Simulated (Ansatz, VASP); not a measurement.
# One calculation of Si3N4, two programs

```
CELL_PARAMETERS angstrom
-3.25879 3.25879 3.25879
3.25879 -3.25879 3.25879
3.25879 3.25879 -3.25879
ATOMIC_POSITIONS crystal
Si 0.25000 0.12500 0.87500
Si 0.87500 0.25000 0.12500
Si 0.75000 0.37500 0.62500
Si 0.62500 0.75000 0.37500
Si 0.12500 0.87500 0.25000
Si 0.37500 0.62500 0.75000
N 0.56280 0.56280 0.56280
N 0.43720 0.50000 0.00000
N 0.50000 0.00000 0.93720
N 0.00000 0.43720 0.50000
N 0.93720 0.50000 0.00000
N 0.06280 0.06280 0.06280
N 0.00000 0.93720 0.50000
N 0.50000 0.00000 0.43720
```

Change from the starting cell: volume scaled by 1.02, ions relaxed.

Alike in both runs: task relaxation of the atoms; functional PBE; k mesh 6 × 6 × 6; occupations fermi-dirac, width 0.02 eV; no spin polarisation.

|  | VASP | Ansatz |
| --- | --- | --- |
| version | VASP 6.6.1 | Ansatz 0.2.0 |
| potentials or method | VASP PAW PBE potentials, release 64 (Si, N) | plane-wave PAW, scalar-relativistic |
| plane-wave cutoff (eV) | 520 | 420 |
| valence electrons in the cell | 64 | 64 |

```csv
,VASP,Ansatz,Ansatz less VASP
"gap on the k mesh at the Fermi level, each at its own relaxed structure (eV)",3.99,3.99,+0.005
```

Ansatz's warnings: stress scf threshold loose.
